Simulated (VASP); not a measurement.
# Te (P6_3/mmc) in VASP: a series of runs

The runs below take Te through relaxation of cell and atoms, single point, with PBE.

All numbers are computed with VASP 6.6.1; they aren't measurements. Logs are shortened: lines on timing, memory, paths and dates and some standing lists are left out, and cuts for length are marked.

### 1 The cell of the first run

Symmetry: P6_3/mmc, No. 194, hexagonal system. Conventional cell: a = 3.727 Å, b = 3.727 Å, c = 6.049 Å, α = 90.00°, β = 90.00°, γ = 120.00°. Within 4.9 Å of Te (site symmetry -6m2) lie 12 Te at 3.71 to 3.73 Å.

### 2 Relaxation of cell and atoms, PBE

File INCAR:

```
SYSTEM = Te
  ALGO = Normal
  EDIFF = 1E-6
  EDIFFG = -0.04
  ENCUT = 600
  GGA = PE
  IBRION = 2
  ISIF = 3
  ISMEAR = 0
  LASPH = .True.
  LCHARG = .False.
  LREAL = .False.
  LWAVE = .False.
  NELM = 80
  NSW = 90
  PREC = Accurate
  SIGMA = 0.1
```

File KPOINTS:

```
k-points
0
Gamma
  6 6 4
  0 0 0
```

File POSCAR:

```
Te
1.0
    3.7271617629      0.0000000000      0.0000000000
   -1.8635808814      3.2278167706      0.0000000000
    0.0000000000      0.0000000000      6.0493809298
Te
2
Direct
    0.3333333333      0.6666666667      0.2500000000
    0.6666666667      0.3333333333      0.7500000000
```

Potentials or basis: VASP PAW PBE potentials, release 64 (Te).

On the command line:

```console
$ cat potpaw_PBE.64/Te/POTCAR > POTCAR
$ mpirun -np 1 vasp_std > vasp.out
```

OUTCAR:

```text
SYSTEM = Te
   EDIFF = 1E-6
   EDIFFG = -0.04
   ENCUT = 600
   GGA = PE
   IBRION = 2
   ISIF = 3
   ISMEAR = 0
   LASPH = .True.
   LREAL = .False.
   NELM = 80
   NSW = 90
   PREC = Accurate

 ion  position               nearest neighbor table
   1  0.333  0.667  0.250-
   2  0.667  0.333  0.750-

  LATTYP: Found a hexagonal cell.
 ALAT       =     3.7271617629
 C/A-ratio  =     1.6230529595

  Lattice vectors:

 A1 = (   3.7271617629,   0.0000000000,   0.0000000000)
 A2 = (  -1.8635808814,   3.2278167706,   0.0000000000)
 A3 = (   0.0000000000,   0.0000000000,   6.0493809298)

Analysis of symmetry for initial positions (statically):
=====================================================================
 Subroutine PRICEL returns:
 Original cell was already a primitive cell.

 Routine SETGRP: Setting up the symmetry group for a
 hexagonal supercell.

 Subroutine GETGRP returns: Found 24 space group operations
 (whereof 12 operations were pure point group operations)
 out of a pool of 24 trial point group operations.

The static configuration has the point symmetry D_3d.
 The point group associated with its full space group is D_6h.

Analysis of symmetry for dynamics (positions and initial velocities):
=====================================================================
 Subroutine PRICEL returns:
 Original cell was already a primitive cell.

 Routine SETGRP: Setting up the symmetry group for a
 hexagonal supercell.

 Subroutine GETGRP returns: Found 24 space group operations
 (whereof 12 operations were pure point group operations)
 out of a pool of 24 trial point group operations.

The dynamic configuration has the point symmetry D_3d.
 The point group associated with its full space group is D_6h.

 Subroutine INISYM returns: Found 24 space group operations
 (whereof 12 operations are pure point group operations),
 and found     1 'primitive' translations

----------------------------------------------------------------------------------------

                                     Primitive cell

  volume of cell :      72.7777

  direct lattice vectors                    reciprocal lattice vectors
     3.727161763  0.000000000  0.000000000     0.268300670  0.154903464  0.000000000
    -1.863580881  3.227816771  0.000000000     0.000000000  0.309806929  0.000000000
     0.000000000  0.000000000  6.049380930     0.000000000  0.000000000  0.165306171

  length of vectors
     3.727161763  3.727161763  6.049380930     0.309806929  0.309806929  0.165306171

  position of ions in fractional coordinates (direct lattice)
[... 65 lines left out ...]
 SYSTEM =  Te
   PREC   = accura    normal or accurate (medium, high low for compatibility)
   ISTART =      0    job   : 0-new  1-cont  2-samecut
   ICHARG =      2    charge: 1-file 2-atom 10-const
   ISPIN  =      1    spin polarized calculation?
   LNONCOLLINEAR =      F non collinear calculations
   LSORBIT =      F    spin-orbit coupling
   LASPH  =      T    aspherical Exc in radial PAW
   ENCUT  =  600.0 eV  44.10 Ry    6.64 a.u.   7.44  7.44 12.08*2*pi/ulx,y,z
   NELM   =     80;   NELMIN=  2; NELMDL= -5     # of ELM steps
   EDIFF  = 0.1E-05   stopping-criterion for ELM
   LREAL  =      F    real-space projection
   EDIFFG = -.4E-01   stopping-criterion for IOM
   NSW    =     90    number of steps for IOM
   IBRION =      2    ionic relax: 0-MD 1-quasi-New 2-CG
   NFREE  =      1    steps in history (QN), initial steepest desc. (CG)
   ISIF   =      3    stress and relaxation
   ISYM   =      2    0-nonsym 1-usesym 2-fastsym
   POTIM  = 0.5000    time-step for ionic-motion
   TEBEG  =    0.0;   TEEND  =   0.0 temperature during run
   PSTRESS=    0.0 pullay stress
   NELECT =      12.0000    total number of electrons
   NUPDOWN=      -1.0000    fix difference up-down
   EMIN   =  10.00;   EMAX   =-10.00  energy-range for DOS
   EFERMI =   0.00;   METHOD = LEGACY
   ISMEAR =     0;   SIGMA  =   0.10  broadening in eV -4-tet -1-fermi 0-gaus
   EFERMI_NEDOS =   21; number of points for ismear=-14 and -15
   IALGO  =     38    algorithm
   IMIX   =      4    mixing-type and parameters
     AMIX     =   0.40;   BMIX     =  1.00
     AMIX_MAG =   1.60;   BMIX_MAG =  1.00
  volume/ion in A,a.u.               =      36.39       245.56
  Fermi-wavevector in a.u.,A,eV,Ry     =   0.897710  1.696425 10.964699  0.805883
  Thomas-Fermi vector in A             =   2.020328
   LORBIT       =      0    0 simple, 1 ext, 2 COOP (PROOUT), +10 PAW based schemes
   GGA     = PE    functional components
   LHFCALC =     F    Hartree Fock is set to
   AEXX    =    0.0000 exact exchange contribution
   IVDW    =     0    specifies the selected vdW correction
   LEPSILON=     F    determine dielectric tensor
   LRPA    =     F    only Hartree local field effects (RPA)
 conjugate gradient relaxation of ions
 non-spin polarized calculation
 Gauss-broadening in eV      SIGMA  =   0.10
  energy-cutoff  :      600.00
  volume of cell :       72.78
 maximum number of plane-waves:      2456
 NGX is ok and might be reduce to    30
   NGX = 15   NGY = 15   NGZ = 25

--------------------------------------- Ionic step        1  -------------------------------------------

 number of electron      12.0000000 magnetization

 Free energy of the ion-electron system (eV)
  ---------------------------------------------------
  ext. energy  EPLUGINS =         0.00000000
  ---------------------------------------------------
  free energy    TOTEN  =        -4.97357778 eV

  energy without entropy =       -4.95997430  energy(sigma->0) =       -4.96677604

 E-fermi :   4.7306     XC(G=0):  -9.0129

 val. band max:        4.6829352905   @ k =   0.1667   0.1667   0.0000
 cond. band min:       4.7353381896   @ k =   0.3333   0.1667   0.0000
 fundamental gap:      0.0524028991
 Fermi energy:         4.7305595106
[... 645 lines left out ...]
 k-point    21 :       0.3333    0.3333    0.5000
  band No.  band energies     occupation
      1      -2.5418      2.00000
      2      -2.5418      2.00000
      3       2.5960      2.00000
      4       2.5960      2.00000
      5       4.5157      2.00000
      6       4.5157      2.00000
      7      11.4679      0.00000
      8      11.4679      0.00000
      9      17.5957      0.00000
     10      17.5957      0.00000

[... ionic steps 4 to 9 ...]

--------------------------------------- Ionic step       10  -------------------------------------------

 number of electron      12.0000001 magnetization

------------------------ aborting loop because EDIFF is reached ----------------------------------------
[... 67 lines left out ...]
--------------------------------------- Ionic step       12  -------------------------------------------

 number of electron      12.0000002 magnetization

 Free energy of the ion-electron system (eV)
  ---------------------------------------------------
  ext. energy  EPLUGINS =         0.00000000
  ---------------------------------------------------
  free energy    TOTEN  =        -5.91095057 eV

  energy without entropy =       -5.90537810  energy(sigma->0) =       -5.90816433

 E-fermi :   6.7681     XC(G=0):  -9.6325

 val. band max:        6.7537424589   @ k =   0.0000   0.0000   0.5000
 cond. band min:       7.0776984774   @ k =   0.1667   0.1667   0.0000
 fundamental gap:      0.3239560186
 Fermi energy:         6.7680772126
[... 300 lines left out ...]
  FREE ENERGIE OF THE ION-ELECTRON SYSTEM (eV)
  ---------------------------------------------------
  free  energy   TOTEN  =        -5.9109505698 eV

  energy  without entropy=       -5.9053780990  energy(sigma->0) =       -5.90816433

 reached required accuracy - stopping structural energy minimisation
```

OSZICAR:

```text
N       E                     dE             d eps       ncg     rms          rms(c)
DAV:   1     0.539334984015E+02    0.53933E+02   -0.51135E+03   420   0.108E+03
DAV:   2    -0.212159510051E+01   -0.56055E+02   -0.54930E+02   706   0.134E+02
DAV:   3    -0.494513779337E+01   -0.28235E+01   -0.27930E+01   480   0.351E+01
[... 98 lines left out ...]
DAV:   1    -0.591134723872E+01   -0.61837E-03   -0.37671E-02   444   0.117E+00    0.195E-01
DAV:   2    -0.591109891532E+01    0.24832E-03   -0.75726E-04   428   0.200E-01    0.738E-02
DAV:   3    -0.591095274620E+01    0.14617E-03   -0.25061E-04   440   0.876E-02    0.181E-02
DAV:   4    -0.591094968813E+01    0.30581E-05   -0.21680E-05   474   0.288E-02    0.211E-02
DAV:   5    -0.591095056977E+01   -0.88164E-06   -0.14067E-06   342   0.874E-03
  12 F= -.59109506E+01 E0= -.59081643E+01  d E =-.131696E-02
```

CONTCAR:

```text
Te
   1.00000000000000
     3.9781072278040366    0.0000000000024990    0.0000000000000000
    -1.9890536138464876    3.4451419181569998   -0.0000000000000000
     0.0000000000000000    0.0000000000000000    4.4903717738558715
  Te
     2
Direct
     0.3333333332999970    0.6666666667000030    0.2500000000000000
     0.6666666667000030    0.3333333332999970    0.7500000000000000

  0.00000000E+00  0.00000000E+00  0.00000000E+00
  0.00000000E+00  0.00000000E+00  0.00000000E+00
```

Run time: 3.2 min. Hardware: 1 thread of AMD EPYC 7R43 (Zen 3), shared host; peak memory 0.18 GiB.

Results:

```
Free energy                            : -5.9110 eV
Relaxed volume                         : 30.77 Å³/atom
Relaxed cell                           : a = 3.978 Å, b = 3.978 Å, c = 4.490 Å, α = 90.00°, β = 90.00°, γ = 120.00°
Space group after relaxing (to 0.05 Å) : P6_3/mmc (No. 194)
Energy gained by relaxing              : 468.7 meV/atom
Ionic steps                            : 12
Pressure after relaxing                : -0.1 GPa
Band gap on the k mesh                 : zero (band 6 reaches 8.04 eV, above the bottom of band 7 at 5.40 eV)
```

The path:
```csv
step,energy change (eV),largest force (eV/Å),pressure (GPa),volume (Å³)
1,0.0000,0.0000,-7.15,72.78
2,-0.5061,0.0000,0.14,56.94
3,-0.5068,0.0000,0.53,56.54
4,-0.5932,0.0000,0.77,56.53
5,-0.8273,0.0000,2.38,56.08
6,-0.8405,0.0000,3.44,55.87
7,-0.8778,0.0000,2.18,57.34
8,-0.9360,0.0000,-0.56,61.75
9,-0.9361,0.0000,-0.50,61.59
10,-0.9361,0.0000,-0.45,61.47
11,-0.9372,0.0000,-0.24,61.51
12,-0.9374,0.0000,-0.07,61.54
```

Final structure:
```
Te
1.0
     3.97811    0.00000    0.00000
    -1.98905    3.44514    0.00000
     0.00000    0.00000    4.49037
Te
2
Direct
  0.33333 0.66667 0.25000
  0.66667 0.33333 0.75000
```

Caveat: the volume moved by over 15 % at a fixed basis, so the end points are rough; spin-orbit coupling is left out, which moves the levels of the heavy elements; this functional lacks dispersion, which binds the layers, so the pressure and a relaxed spacing across them are unreliable.

### 3 Single point, PBE

This run uses another cell than the first one, of 31.56 Å³/atom, 0.867 times its volume.

File INCAR:

```
SYSTEM = Te
  PREC = Accurate
  ENCUT = 520
  EDIFF = 1E-6
  ISMEAR = 0
  SIGMA = 0.1
  LREAL = .FALSE.
  LASPH = .TRUE.
  NELM = 80
  ALGO = Normal
  ISIF = 2
  LWAVE = .FALSE.
  LCHARG = .FALSE.
  GGA = PE
  NBANDS = 13
```

File KPOINTS:

```
Automatic mesh
0
G
  12 12 10
  0 0 0
```

File POSCAR:

```
Te
1.0
    4.0796760172      0.0000000000      0.0000000000
   -2.0398380086      3.5331030701      0.0000000000
    0.0000000000      0.0000000000      4.3796803611
Te
2
Direct
    0.3333333333      0.6666666667      0.2500000000
    0.6666666667      0.3333333333      0.7500000000
```

Potentials or basis: VASP PAW PBE potentials, release 64 (Te).

On the command line:

```console
$ cat potpaw_PBE.64/Te/POTCAR > POTCAR
$ mpirun -np 1 vasp_std > vasp.out
```

It took 69 s on 1 thread of AMD EPYC 7R43 (Zen 3), shared host; peak memory 0.19 GiB.

It converged, with:

```yaml
Free_energy: -5.9323 eV
Pressure: -0.1 GPa
Band_gap_on_the_k_mesh: zero (band 6 reaches 7.56 eV, above the bottom of band 7 at 5.31 eV)
```

Levels at points of the mesh, in eV from the Fermi level:
```
           k point  band 4  band 5  band 6  band 7  band 8  band 9
(0.00, 0.00, 0.00)   -1.89   -1.89    0.85    0.85    3.16    3.24
(0.50, 0.00, 0.00)   -3.30   -2.54   -0.79   -0.61    2.09    3.08
(0.00, 0.00, 0.50)   -0.71   -0.47   -0.47   -0.47   -0.47    6.41
(0.50, 0.00, 0.50)   -5.41   -1.41   -1.41    1.01    1.01    7.25
```

Caveat: spin-orbit coupling is left out, which moves the levels of the heavy elements.

(Continued in part 2 of 2.)
